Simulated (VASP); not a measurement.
Write the native input for VASP 6.6.1 that does the following.

- Task: single point
- Functional: LDA
- Potentials or basis: VASP PAW LDA potentials, release 64 (In_d, Sb)
- Cutoff: 500 eV
- k mesh: 4 × 4 × 4
- Occupations: fermi-dirac, width 0.1 eV
- Spin: no spin polarisation
- Dipole correction: no
- Further INCAR settings: ALGO = Normal; EDIFF = 1e-06; NBANDS = 30

The structure of In3Sb lies in POSCAR:

```
In3Sb
1.0
    4.4382970984      0.0000000000      0.0000000000
    0.0000000000      4.4382970984      0.0000000000
    0.0000000000      0.0000000000      4.4382970984
In Sb
3 1
Direct
    0.5000000000      0.5000000000      0.0000000000
    0.5000000000      0.0000000000      0.5000000000
    0.0000000000      0.5000000000      0.5000000000
    0.0000000000      0.0000000000      0.0000000000
```

One way to write it, as run:

INCAR

```
PREC = Accurate
ENCUT = 500
EDIFF = 1E-6
ISMEAR = -1
SIGMA = 0.1
LREAL = False
LASPH = True
NELM = 120
ALGO = Normal
ISIF = 2
LWAVE = False
LCHARG = False
GGA = CA
NBANDS = 30
GGA_COMPAT = False
```

KPOINTS

```
Automatic mesh
0
Gamma
  4 4 4
```

Potentials or basis: VASP PAW LDA potentials, release 64 (In_d, Sb).

The run is started by

```console
$ cat potpaw_LDA.64/In_d/POTCAR potpaw_LDA.64/Sb/POTCAR > POTCAR
$ mpirun -np 1 vasp_std > vasp.out
```

Results of the run:

```yaml
Pressure: 10.1 GPa
Band_gap_on_the_k_mesh: zero (bands 22 and 23 overlap by 5.03 eV)
```

Caveat: the cell stands under pressure; spin-orbit coupling is left out, which moves the levels of the heavy elements.

Wall time 8.3 s on 1 thread of Intel(R) Xeon(R) 6975P-C (Granite Rapids), on a shared host, peak memory 0.16 GiB.
